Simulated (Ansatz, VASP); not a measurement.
Two plane-wave programs on SnO2

The input INCAR:

```
  ALGO = Normal
  EDIFF = 1E-6
  ENCUT = 520
  GGA = PS
  ISIF = 2
  ISMEAR = 0
  LASPH = T
  LCHARG = F
  LREAL = F
  LWAVE = F
  NBANDS = 20
  NELM = 80
  PREC = Accurate
  SIGMA = 0.05
```

The input KPOINTS:

```
k-points
0
Gamma
  12 12 12
```

Contents of POSCAR:

```
SnO2
1.0
    1.6195307937      0.9350365397      4.4491903378
   -1.6195307937      0.9350365397      4.4491903378
    0.0000000000     -1.8700730794      4.4491903378
Sn O
1 2
Direct
    0.5000000000      0.5000000000      0.5000000000
    0.2287404228      0.2287404228      0.2287404228
    0.7712595772      0.7712595772      0.7712595772
```

Input for Ansatz:

```yaml
crystal:
  lattice:
    - [1.6195307937, 0.9350365397, 4.4491903378]
    - [-1.6195307937, 0.9350365397, 4.4491903378]
    - [0.0, -1.8700730794, 4.4491903378]
  atoms:
    - { symbol: Sn, position: [0.5, 0.5, 0.5] }
    - { symbol: O, position: [0.2287404228, 0.2287404228, 0.2287404228] }
    - { symbol: O, position: [0.7712595772, 0.7712595772, 0.7712595772] }
basis:
  ecutwfc: 520.0
kpoints:
  mp_grid: { grid: [12, 12, 12] }
hamiltonian:
  xc: pbesol
  pseudopotentials: { kind: paw, azcp: { folder: soft_1 } }
scf:
  occupations: { method: gaussian, width: 0.05 }
output:
  forces: true
  stress: true
  eigenvalues: true
  write_density: true
  write_potential: true
  elf: true
  volumetric_format: npy
```

Alike in both runs: task single point; functional PBEsol; k mesh 12 × 12 × 12; occupations gaussian, width 0.05 eV; no spin polarisation.

```csv
,VASP,Ansatz
version,VASP 6.6.1,Ansatz 0.2.0
potentials or method,"VASP PAW PBE potentials, release 64 (Sn_d, O), cutoff 520 eV","scalar-relativistic, plane waves, PAW"
valence electrons in the cell,26,26
```

```csv
,VASP,Ansatz,Ansatz less VASP
gap on the k mesh at the Fermi level (eV),2.02,2.03,+0.010
least direct gap on the mesh (eV),2.59,2.59,0.000
pressure (GPa),12.9,12.0,-0.86
"traceless stress, the component that is largest in VASP (GPa)",0.10,0.79,+0.690
rms of the force components (eV/Å),1.065,1.033,-0.0318
```

VASP's potentials were made for PBE, not for PBEsol, and Ansatz warns of the same on its side. Atom by atom the forces differ by 0.032 eV/Å (rms over components).
